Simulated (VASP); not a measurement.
Runs of VASP 6.6.1 on ScAl3. The structure is that of space group Pm-3m (No. 221), or close to it. The cells are those of the table. 

| task | level | cell | k mesh | gap on the mesh (eV) | pressure (GPa) |
| --- | --- | --- | --- | --- | --- |
| electric field gradients | r2SCAN | a = 4.085 Å, 4 atoms | 10 × 10 × 10 | none | 0.0 |
| single point | r2SCAN | a = 4.058 Å, 4 atoms | 10 × 10 × 10 | none | 2.0 |
| single point | r2SCAN | a = 4.085 Å, 4 atoms | 10 × 10 × 10 | none | 0.0 |
| single point | PBE | a = 4.097 Å, 4 atoms | 6 × 6 × 6 | none | (b) |
| single point | r2SCAN | a = 4.030 Å, 4 atoms | 10 × 10 × 10 | none | 4.2 |
| single point | r2SCAN | a = 4.097 Å, 4 atoms | 10 × 10 × 10 | none | -0.8 |
| electric field gradients | r2SCAN | a = 4.088 Å, 4 atoms | 10 × 10 × 10 | none | -0.2 |
| single point | r2SCAN | a = 4.112 Å, 4 atoms | 10 × 10 × 10 | none | (a) |

Alike in all rows: potentials or basis VASP PAW PBE potentials, release 64 (Sc_sv, Al); no spin polarisation; cutoff (eV) 520; smearing gaussian 0.05 eV.

Q: Estimate the missing entries.

A: (a) -1.8; (b) 0.4.

Caveats: the PAW data sets were made with another functional, which shifts forces and pressure a little (at least some runs); the cell stands under pressure (at least some runs).

A gap of «none» marks levels without a gap at the run's occupations.
